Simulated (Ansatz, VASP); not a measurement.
**Si in VASP and in Ansatz**

The input INCAR:

```
SYSTEM = Si
ALGO = Normal ; EDIFF = 1E-6
ENCUT = 520 ; GGA = PE
ISIF = 2 ; ISMEAR = 0
LASPH = .TRUE. ; LCHARG = .FALSE.
LREAL = .FALSE. ; LWAVE = .FALSE.
NBANDS = 16 ; NELM = 100
PREC = Accurate ; SIGMA = 0.05
```

KPOINTS

```
k-points
0
G
  12 12 6
  0 0 0
```

POSCAR

```
Si
1.0
    3.9567452140      0.0000000000      0.0000000000
   -1.9783726070      3.4266418716      0.0000000000
    0.0000000000      0.0000000000      6.0292883571
Si
4
Direct
    0.3333333333      0.6666666667      0.0535050491
    0.6666666667      0.3333333333      0.5535050491
    0.3333333333      0.6666666667      0.4464949509
    0.6666666667      0.3333333333      0.9464949509
```

Input for Ansatz:

```yaml
crystal:
  lattice:
    - [3.956745214, 0.0, 0.0]
    - [-1.978372607, 3.4266418716, 0.0]
    - [0.0, 0.0, 6.0292883571]
  atoms:
    - { symbol: Si, position: [0.3333333333, 0.6666666667, 0.0535050491] }
    - { symbol: Si, position: [0.6666666667, 0.3333333333, 0.5535050491] }
    - { symbol: Si, position: [0.3333333333, 0.6666666667, 0.4464949509] }
    - { symbol: Si, position: [0.6666666667, 0.3333333333, 0.9464949509] }
basis:
  ecutwfc: 420
kpoints:
  mp_grid: { grid: [12, 12, 6] }
hamiltonian:
  xc: pbe
  pseudopotentials: { kind: paw, azcp: { folder: soft_1 } }
scf:
  occupations: { method: gaussian, width: 0.05 }
output:
  forces: true
  stress: true
  eigenvalues: true
  write_density: true
  write_potential: true
  elf: true
  volumetric_format: npy
```

Alike in both runs: task single point; functional PBE; k mesh 12 × 12 × 6; occupations gaussian, width 0.05 eV; no spin polarisation.

```csv
,VASP,Ansatz
version,VASP 6.6.1,Ansatz 0.2.0
potentials or method,"VASP PAW PBE potentials, release 64 (Si), cutoff 520 eV","scalar-relativistic, plane waves, PAW"
valence electrons in the cell,16,16
```

VASP gave:

| Item | Value |
| --- | --- |
| gap on the k mesh at the Fermi level (eV) | none |
| pressure (GPa) | -0.1 |
| traceless stress, the component that is largest in VASP (GPa) | 6.95 |
| rms of the force components (eV/Å) | 0.295 |

Task: Which values does Ansatz return?

Result: gap on the k mesh at the Fermi level (eV): none; pressure (GPa): -0.1; traceless stress, the component that is largest in VASP (GPa): 6.91; rms of the force components (eV/Å): 0.294.

Atom by atom the forces differ by 0.001 eV/Å (rms over components). A gap of «none» marks a metal or a gap that the smearing closes. With one functional, cell and mesh, what is left measures potentials, basis and numerics.
